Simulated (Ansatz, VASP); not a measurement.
# Two plane-wave programs on SnO

```
Sn O
1.0
     3.83637    0.00000    0.00000
     0.00000    3.83637    0.00000
     0.00000    0.00000    4.76051
Sn O
2 2
Cartesian
  0.0000 1.9182 1.1580
  1.9182 0.0000 3.6025
  0.0000 0.0000 0.0000
  1.9182 1.9182 0.0000
```

Alike in both runs: functional PBE; dispersion D3(BJ); k mesh 12 × 12 × 10; occupations gaussian, width 0.1 eV; no spin polarisation.

Ansatz relaxed the structure, and its values are those at the end. VASP's run is a single point on that final structure, the one shown.

|  | VASP | Ansatz |
| --- | --- | --- |
| version | VASP 6.6.1 | Ansatz 0.2.0 |
| potentials or method | VASP PAW PBE potentials, release 64 (Sn_d, O), cutoff 520 eV | scalar-relativistic, plane waves, PAW |
| valence electrons in the cell | 40 | 40 |

```tsv
	VASP	Ansatz	Ansatz less VASP
gap on the k mesh at the Fermi level (eV)	none	none	-
pressure (GPa)	0.3	0.0	-0.27
rms of the force components (eV/Å)	0.037	0.001	-0.0366
```

A gap of «none» marks a metal or a gap that the smearing closes.
